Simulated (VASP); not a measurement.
Ge, 2 atoms in the cell. The structure is cubic, space group Fd-3m (No. 227). Conventional cell: a = 5.560 Å, b = 5.560 Å, c = 5.560 Å, α = 90.00°, β = 90.00°, γ = 90.00°. Ge (site symmetry -43m) has 4 Ge at 2.41 Å within 3.2 Å.  This cell differs from its parent crystal: volume scaled by 0.94.

| Item | Value |
| --- | --- |
| Program | VASP 6.6.1 |
| Task | single point |
| Functional | PBEsol |
| Potentials or basis | VASP PAW PBE potentials, release 64 (Ge_d) |
| Cutoff | 520 eV |
| k mesh | 13 × 13 × 13 |
| Occupations | fermi-dirac, width 0.05 eV |
| Spin | no spin polarisation |
| Dipole correction | no |
| Further INCAR settings | ALGO = Normal; EDIFF = 1e-07; NBANDS = 21 |

Potentials or basis: VASP PAW PBE potentials, release 64 (Ge_d).

Run with:

```console
$ cat potpaw_PBE.64/Ge_d/POTCAR > POTCAR
$ mpirun -np 1 vasp_std > vasp.out
```

Hardware: 1 thread of AMD EPYC 7R43 64-Core Processor (Zen 3), on a shared host.

Q: Estimate the wall time of this run.

A: Run time: 75 s on 1 thread of AMD EPYC 7R43 64-Core Processor (Zen 3) (shared host), peak memory 0.17 GiB. Counts: scf iterations 13, k points 84.
